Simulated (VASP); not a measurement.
# SnO in VASP: notebook

Runs on SnO. Level: PBE+D3(BJ). Tasks: single point.

All numbers are computed with VASP 6.6.1; they aren't measurements. Logs are shortened: lines on timing, memory, paths and dates and some standing lists are left out, and cuts for length are marked.

## (1) The cell of the first run

The cell holds a slab with vacuum, 8 atoms: a = 3.820 Å, b = 3.820 Å, c = 22.226 Å, α = 90.00°, β = 90.00°, γ = 90.00°.

## (2) Single point, PBE+D3(BJ)

INCAR reads:

```
SYSTEM = SnO
ALGO = Normal ; DIPOL = 0.5 0.5 0.408
EDIFF = 1E-7 ; ENCUT = 520
GGA = PE ; IDIPOL = 3
ISIF = 2 ; ISMEAR = 0
IVDW = 12 ; LASPH = .True.
LCHARG = .False. ; LDIPOL = .True.
LREAL = .False. ; LWAVE = .False.
NBANDS = 50 ; NELM = 60
PREC = Accurate ; SIGMA = 0.05
```

KPOINTS reads:

```
k-points
0
Gamma
  7 7 1
  0 0 0
```

POSCAR reads:

```
SnO
1.0
    3.8201636883      0.0000000000      0.0000000000
    0.0000000000      3.8201636883      0.0000000000
    0.0000000000      0.0000000000     22.2260802162
Sn O
4 4
Direct
    0.7500000000      0.2500000000      0.2024648501
    0.2500000000      0.7500000000      0.3087831971
    0.5000000000      1.2500000000      0.5067488283
    1.0000000000      0.7500000000      0.6130671753
    0.2500000000      0.2500000000      0.2556240236
    0.7500000000      0.7500000000      0.2556240236
    1.0000000000      1.2500000000      0.5599080018
    0.5000000000      0.7500000000      0.5599080018
```

Potentials or basis: VASP PAW PBE potentials, release 64 (Sn_d, O).

Started as:

```sh
> cat potpaw_PBE.64/Sn_d/POTCAR potpaw_PBE.64/O/POTCAR > POTCAR
> mpirun -np 1 vasp_std > vasp.out
```

OUTCAR:

```text
SYSTEM = SnO
   EDIFF = 1E-7
   ENCUT = 520
   GGA = PE
   ISIF = 2
   ISMEAR = 0
   IVDW = 12
   LASPH = .True.
   LREAL = .False.
   NELM = 60
   PREC = Accurate
 IVDW          = 12

 ion  position               nearest neighbor table
   1  0.750  0.250  0.202-   5 2.25   6 2.25   6 2.25   5 2.25   2 3.59   2 3.59   2 3.59   2 3.59

   2  0.250  0.750  0.309-   5 2.25   6 2.25   5 2.25   6 2.25   1 3.59   1 3.59   1 3.59   1 3.59

   3  0.500  0.250  0.507-   7 2.25   8 2.25   8 2.25   7 2.25   4 3.59   4 3.59   4 3.59   4 3.59

   4  0.000  0.750  0.613-   7 2.25   8 2.25   7 2.25   8 2.25   3 3.59   3 3.59   3 3.59   3 3.59

   5  0.250  0.250  0.256-   1 2.25   2 2.25   2 2.25   1 2.25
   6  0.750  0.750  0.256-   1 2.25   2 2.25   1 2.25   2 2.25
   7  0.000  0.250  0.560-   3 2.25   3 2.25   4 2.25   4 2.25
   8  0.500  0.750  0.560-   3 2.25   3 2.25   4 2.25   4 2.25

  LATTYP: Found a simple tetragonal cell.
 ALAT       =     3.8201636883
 C/A-ratio  =     5.8180962989

  Lattice vectors:

 A1 = (   3.8201636883,   0.0000000000,   0.0000000000)
 A2 = (   0.0000000000,   3.8201636883,   0.0000000000)
 A3 = (   0.0000000000,   0.0000000000,  22.2260802162)

Analysis of symmetry for initial positions (statically):
=====================================================================
 Subroutine PRICEL returns:
 Original cell was already a primitive cell.

 Routine SETGRP: Setting up the symmetry group for a
 simple tetragonal supercell.

 Subroutine GETGRP returns: Found  4 space group operations
 (whereof  1 operations were pure point group operations)
 out of a pool of 16 trial point group operations.

The static configuration has the point symmetry C_1 .
 The point group associated with its full space group is C_2h.

Analysis of symmetry for dynamics (positions and initial velocities):
=====================================================================
 Subroutine PRICEL returns:
 Original cell was already a primitive cell.

 Routine SETGRP: Setting up the symmetry group for a
 simple tetragonal supercell.

 Subroutine GETGRP returns: Found  4 space group operations
 (whereof  1 operations were pure point group operations)
 out of a pool of 16 trial point group operations.

The dynamic configuration has the point symmetry C_1 .
 The point group associated with its full space group is C_2h.

 Subroutine INISYM returns: Found  4 space group operations
 (whereof  1 operations are pure point group operations),
 and found     1 'primitive' translations

----------------------------------------------------------------------------------------

                                     Primitive cell

  volume of cell :     324.3596

  direct lattice vectors                    reciprocal lattice vectors
     3.820163688  0.000000000  0.000000000     0.261768888  0.000000000  0.000000000
     0.000000000  3.820163688  0.000000000     0.000000000  0.261768888  0.000000000
     0.000000000  0.000000000 22.226080216     0.000000000  0.000000000  0.044992189

  length of vectors
     3.820163688  3.820163688 22.226080216     0.261768888  0.261768888  0.044992189

  position of ions in fractional coordinates (direct lattice)
     0.750000000  0.250000000  0.202464850
     0.250000000  0.750000000  0.308783197
     0.500000000  0.250000000  0.506748828
     0.000000000  0.750000000  0.613067175
     0.250000000  0.250000000  0.255624024
     0.750000000  0.750000000  0.255624024
     0.000000000  0.250000000  0.559908002
     0.500000000  0.750000000  0.559908002

  ion indices of the primitive-cell ions
   primitive index   ion index
                 1           1
                 2           2
                 3           3
                 4           4
                 5           5
                 6           6
                 7           7
                 8           8

----------------------------------------------------------------------------------------

 KPOINTS: k-points

Automatic generation of k-mesh.
 Grid dimensions read from file:
 generate k-points for:    7    7    1

 Generating k-lattice:

  Cartesian coordinates                     Fractional coordinates (reciprocal lattice)
     0.037395555  0.000000000  0.000000000     0.142857143  0.000000000  0.000000000
     0.000000000  0.037395555  0.000000000     0.000000000  0.142857143  0.000000000
     0.000000000  0.000000000  0.044992189     0.000000000  0.000000000  1.000000000

  Length of vectors
     0.037395555  0.037395555  0.044992189

  Shift w.r.t. Gamma in fractional coordinates (k-lattice)
     0.000000000  0.000000000  0.000000000

 Subroutine IBZKPT returns following result:
 ===========================================

 Found     16 irreducible k-points:

 Following reciprocal coordinates:
            Coordinates               Weight
  0.000000  0.000000  0.000000      1.000000
  0.142857  0.000000  0.000000      2.000000
  0.000000  0.142857  0.000000      2.000000
  0.285714  0.000000  0.000000      2.000000
  0.000000  0.285714  0.000000      2.000000
  0.428571  0.000000  0.000000      2.000000
[... 8 lines left out ...]
 -0.285714  0.428571  0.000000      4.000000
  0.428571  0.428571  0.000000      4.000000
   k-points           NKPTS =     16   k-points in BZ     NKDIM =     16   number of bands    NBANDS=     50
   number of dos      NEDOS =    301   number of ions     NIONS =      8
   total plane-waves  NPLWV = 131712
   dimension x,y,z NGX =    28 NGY =   28 NGZ =  168
   dimension x,y,z NGXF=    56 NGYF=   56 NGZF=  336
   ions per type =               4   4
   NGX,Y,Z   is equivalent  to a cutoff of  12.19, 12.19, 12.57 a.u.
   NGXF,Y,Z  is equivalent  to a cutoff of  24.37, 24.37, 25.13 a.u.
 SYSTEM =  SnO
   PREC   = accura    normal or accurate (medium, high low for compatibility)
   ISTART =      0    job   : 0-new  1-cont  2-samecut
   ICHARG =      2    charge: 1-file 2-atom 10-const
   ISPIN  =      1    spin polarized calculation?
   LNONCOLLINEAR =      F non collinear calculations
   LSORBIT =      F    spin-orbit coupling
   LASPH  =      T    aspherical Exc in radial PAW
   ENCUT  =  520.0 eV  38.22 Ry    6.18 a.u.   7.10  7.10 41.33*2*pi/ulx,y,z
   NELM   =     60;   NELMIN=  2; NELMDL= -5     # of ELM steps
   EDIFF  = 0.1E-06   stopping-criterion for ELM
   LREAL  =      F    real-space projection
   EDIFFG = 0.1E-05   stopping-criterion for IOM
   NSW    =      0    number of steps for IOM
   IBRION =     -1    ionic relax: 0-MD 1-quasi-New 2-CG
   NFREE  =      0    steps in history (QN), initial steepest desc. (CG)
   ISIF   =      2    stress and relaxation
   ISYM   =      2    0-nonsym 1-usesym 2-fastsym
   POTIM  = 0.5000    time-step for ionic-motion
   TEBEG  =    0.0;   TEEND  =   0.0 temperature during run
   PSTRESS=    0.0 pullay stress
   NELECT =      80.0000    total number of electrons
   NUPDOWN=      -1.0000    fix difference up-down
   EMIN   =  10.00;   EMAX   =-10.00  energy-range for DOS
   EFERMI =   0.00;   METHOD = LEGACY
   ISMEAR =     0;   SIGMA  =   0.05  broadening in eV -4-tet -1-fermi 0-gaus
   EFERMI_NEDOS =   21; number of points for ismear=-14 and -15
   IALGO  =     38    algorithm
   IMIX   =      4    mixing-type and parameters
     AMIX     =   0.40;   BMIX     =  1.00
     AMIX_MAG =   1.60;   BMIX_MAG =  1.00
  volume/ion in A,a.u.               =      40.54       273.61
  Fermi-wavevector in a.u.,A,eV,Ry     =   1.026666  1.940118 14.341129  1.054043
  Thomas-Fermi vector in A             =   2.160571
   LORBIT       =      0    0 simple, 1 ext, 2 COOP (PROOUT), +10 PAW based schemes
   GGA     = PE    functional components
   LHFCALC =     F    Hartree Fock is set to
   AEXX    =    0.0000 exact exchange contribution
   IVDW    =    12    specifies the selected vdW correction
   LEPSILON=     F    determine dielectric tensor
   LRPA    =     F    only Hartree local field effects (RPA)
 non-spin polarized calculation
 Gauss-broadening in eV      SIGMA  =   0.05
  energy-cutoff  :      520.00
  volume of cell :      324.36
 maximum number of plane-waves:      8769
   NGX = 15   NGY = 15   NGZ = 83

 dipolmoment           0.000000      0.000000      0.000000 electrons x Angstroem

 number of electron      79.9999970 magnetization

 dipolmoment           0.000000      0.000000     -0.000000 electrons x Angstroem

 Free energy of the ion-electron system (eV)
  ---------------------------------------------------
  ext. energy  EPLUGINS =         0.00000000
  ---------------------------------------------------
  free energy    TOTEN  =       -45.18112257 eV

  energy without entropy =      -45.18112257  energy(sigma->0) =      -45.18112257

 E-fermi :   0.0424     XC(G=0):  -5.3444

 val. band max:       -0.2693195963   @ k =   0.1429   0.1429   0.0000
 cond. band min:       2.3279759387   @ k =   0.0000   0.0000   0.0000
 fundamental gap:      2.5972955350
 Fermi energy:         0.0423548581

 k-point     1 :       0.0000    0.0000    0.0000
  band No.  band energies     occupation
      1     -21.0580      2.00000
      2     -21.0580      2.00000
      3     -20.6974      2.00000
      4     -20.6973      2.00000
      5     -20.6593      2.00000
      6     -20.6593      2.00000
[... 42 lines left out ...]
     49       5.2026      0.00000
     50       5.2147      0.00000

 k-point     2 :       0.1429    0.0000    0.0000
  band No.  band energies     occupation
      1     -21.0490      2.00000
      2     -21.0490      2.00000
      3     -20.6980      2.00000
      4     -20.6979      2.00000
      5     -20.6611      2.00000
      6     -20.6609      2.00000
[... 734 lines left out ...]
 k-point    16 :       0.4286    0.4286    0.0000
  band No.  band energies     occupation
      1     -20.9987      2.00000
      2     -20.9985      2.00000
      3     -20.9848      2.00000
      4     -20.9846      2.00000
      5     -20.6641      2.00000
      6     -20.6640      2.00000
[... 42 lines left out ...]
     49       6.0617      0.00000
     50       6.3038      0.00000

------------------------ aborting loop because EDIFF is reached ----------------------------------------

 vacuum level on the upper side and lower side of the slab       (xc-potential included)        -0.138        -0.138

 Edisp (eV)   -1.22276

 E8    (eV) :    -0.5407

  FORCE on cell =-STRESS in cart. coord.  units (eV):
  Direction    XX          YY          ZZ          XY          YZ          ZX
  --------------------------------------------------------------------------------------
  -------------------------------------------------------------------------------------
  Total       0.13748     0.15898    -0.22828     0.00000     0.00000     0.08362
  in kB       0.67908     0.78526    -1.12761     0.00000     0.00000     0.41303
  external pressure =        0.11 kB  Pullay stress =        0.00 kB

 VOLUME and BASIS-vectors are now :
 -----------------------------------------------------------------------------
  energy-cutoff  :      520.00
  volume of cell :      324.36
      direct lattice vectors                 reciprocal lattice vectors
     3.820163688  0.000000000  0.000000000     0.261768888  0.000000000  0.000000000
     0.000000000  3.820163688  0.000000000     0.000000000  0.261768888  0.000000000
     0.000000000  0.000000000 22.226080216     0.000000000  0.000000000  0.044992189

 POSITION                                       TOTAL-FORCE (eV/Angst)
 -----------------------------------------------------------------------------------
      2.86512      0.95504      4.50000        -0.001649     -0.000000     -0.082998
      0.95504      2.86512      6.86304        -0.005272      0.000000      0.164373
      1.91008      0.95504     11.26304         0.005272     -0.000000     -0.164373
      0.00000      2.86512     13.62608         0.001649      0.000000      0.082998
      0.95504      0.95504      5.68152         0.003403      0.000000      0.007822
      2.86512      2.86512      5.68152        -0.009983      0.000000      0.007916
      0.00000      0.95504     12.44456         0.009983      0.000000     -0.007916
      1.91008      2.86512     12.44456        -0.003403      0.000000     -0.007822
 -----------------------------------------------------------------------------------
    total drift:                                0.000000      0.000000     -0.000000

  FREE ENERGIE OF THE ION-ELECTRON SYSTEM (eV)
  ---------------------------------------------------
  free  energy   TOTEN  =       -46.4038806554 eV

  energy  without entropy=      -46.4038806554  energy(sigma->0) =      -46.40388066

 vacuum level on the upper side and lower side of the slab         4.800         4.800
```

Wall time 7.7 min (1 thread of AMD EPYC 7R13 (Zen 3), shared host); peak memory 0.43 GiB.

Results:

```
Free energy                : -46.4039 eV
Largest force              : 0.164 eV/Å
Band gap on the k mesh     : 2.60 eV, indirect (least direct gap 2.62 eV)
Dispersion energy per atom : -0.153 eV
```

Forces in eV/Å, atoms in the order of the input:
```
Sn  -0.002  0.000 -0.083
Sn  -0.005  0.000  0.164
Sn   0.005  0.000 -0.164
Sn   0.002  0.000  0.083
O    0.003  0.000  0.008
O   -0.010  0.000  0.008
O    0.010  0.000 -0.008
O   -0.003  0.000 -0.008
```

Caveat: spin-orbit coupling is left out, which moves the levels of the heavy elements.

## (3) Single point, PBE+D3(BJ)

INCAR reads:

```
SYSTEM = SnO
ALGO = Normal
DIPOL = 0.5 0.5 0.408
EDIFF = 1E-6
ENCUT = 520
GGA = PE
IDIPOL = 3
ISIF = 2
ISMEAR = 0
IVDW = 12
LASPH = .TRUE.
LCHARG = .TRUE.
LDIPOL = .TRUE.
LELF = .TRUE.
LREAL = .FALSE.
LVACPOTAV = .TRUE.
LVHAR = .TRUE.
LWAVE = .FALSE.
NBANDS = 50
NELM = 80
PREC = Accurate
SIGMA = 0.05
```

KPOINTS reads:

```
k-points
0
G
  7 7 1
  0 0 0
```

POSCAR reads:

```
SnO
1.0
    3.8201636883      0.0000000000      0.0000000000
    0.0000000000      3.8201636883      0.0000000000
    0.0000000000      0.0000000000     22.2260802162
Sn O
4 4
Direct
    0.7500000000      0.2500000000      0.2024648501
    0.2500000000      0.7500000000      0.3087831971
    0.3750000000      1.2500000000      0.5067488283
    0.8750000000      0.7500000000      0.6130671753
    0.2500000000      0.2500000000      0.2556240236
    0.7500000000      0.7500000000      0.2556240236
    0.8750000000      1.2500000000      0.5599080018
    0.3750000000      0.7500000000      0.5599080018
```

Potentials or basis: VASP PAW PBE potentials, release 64 (Sn_d, O).

Started as:

```sh
> cat potpaw_PBE.64/Sn_d/POTCAR potpaw_PBE.64/O/POTCAR > POTCAR
> mpirun -np 1 vasp_std > vasp.out
```

OUTCAR:

```text
SYSTEM = SnO
   EDIFF = 1E-6
   ENCUT = 520
   GGA = PE
   ISIF = 2
   ISMEAR = 0
   IVDW = 12
   LASPH = .TRUE.
   LREAL = .FALSE.
   NELM = 80
   PREC = Accurate
 IVDW          = 12

 ion  position               nearest neighbor table
   1  0.750  0.250  0.202-   5 2.25   6 2.25   6 2.25   5 2.25   2 3.59   2 3.59   2 3.59   2 3.59

   2  0.250  0.750  0.309-   5 2.25   6 2.25   5 2.25   6 2.25   1 3.59   1 3.59   1 3.59   1 3.59

   3  0.375  0.250  0.507-   7 2.25   8 2.25   8 2.25   7 2.25   4 3.59   4 3.59   4 3.59   4 3.59

   4  0.875  0.750  0.613-   7 2.25   8 2.25   7 2.25   8 2.25   3 3.59   3 3.59   3 3.59   3 3.59

[... 1064 lines left out ...]
  in kB       0.72791     0.92156    -0.78526     0.00000     0.00000     0.29747
  external pressure =        0.29 kB  Pullay stress =        0.00 kB

 VOLUME and BASIS-vectors are now :
 -----------------------------------------------------------------------------
  energy-cutoff  :      520.00
  volume of cell :      324.36
      direct lattice vectors                 reciprocal lattice vectors
     3.820163688  0.000000000  0.000000000     0.261768888  0.000000000  0.000000000
     0.000000000  3.820163688  0.000000000     0.000000000  0.261768888  0.000000000
     0.000000000  0.000000000 22.226080216     0.000000000  0.000000000  0.044992189

 POSITION                                       TOTAL-FORCE (eV/Angst)
 -----------------------------------------------------------------------------------
      2.86512      0.95504      4.50000        -0.001156      0.000000     -0.083772
      0.95504      2.86512      6.86304        -0.003747      0.000000      0.153200
      1.43256      0.95504     11.26304         0.003747     -0.000000     -0.153200
      3.34264      2.86512     13.62608         0.001156      0.000000      0.083772
      0.95504      0.95504      5.68152         0.002457     -0.000000      0.006619
      2.86512      2.86512      5.68152        -0.007228      0.000000      0.006800
      3.34264      0.95504     12.44456         0.007228      0.000000     -0.006800
      1.43256      2.86512     12.44456        -0.002457      0.000000     -0.006619
 -----------------------------------------------------------------------------------
    total drift:                               -0.000000      0.000000     -0.000002

  FREE ENERGIE OF THE ION-ELECTRON SYSTEM (eV)
  ---------------------------------------------------
  free  energy   TOTEN  =       -46.3979836425 eV

  energy  without entropy=      -46.3979836425  energy(sigma->0) =      -46.39798364

 vacuum level on the upper side and lower side of the slab         4.927         4.927
```

It took 4.8 min on 1 thread of Intel Xeon Platinum 8488C (Sapphire Rapids), shared host; peak memory 0.44 GiB.

Results:

```
Free energy                : -46.3980 eV
Largest force              : 0.153 eV/Å
Band gap on the k mesh     : 2.59 eV, indirect (least direct gap 2.61 eV)
Dispersion energy per atom : -0.153 eV
```

Forces in eV/Å, atoms in the order of the input:
```
Sn  -0.001  0.000 -0.084
Sn  -0.004  0.000  0.153
Sn   0.004  0.000 -0.153
Sn   0.001  0.000  0.084
O    0.002  0.000  0.007
O   -0.007  0.000  0.007
O    0.007  0.000 -0.007
O   -0.002  0.000 -0.007
```

Levels at points of the mesh, in eV from the valence-band top:
```csv
k point,band 38,band 39,band 40,band 41,band 42,band 43
"(0.00, 0.00, 0.00)",-1.89,-0.49,-0.02,2.59,2.92,2.92
```

Caveat: spin-orbit coupling is left out, which moves the levels of the heavy elements.
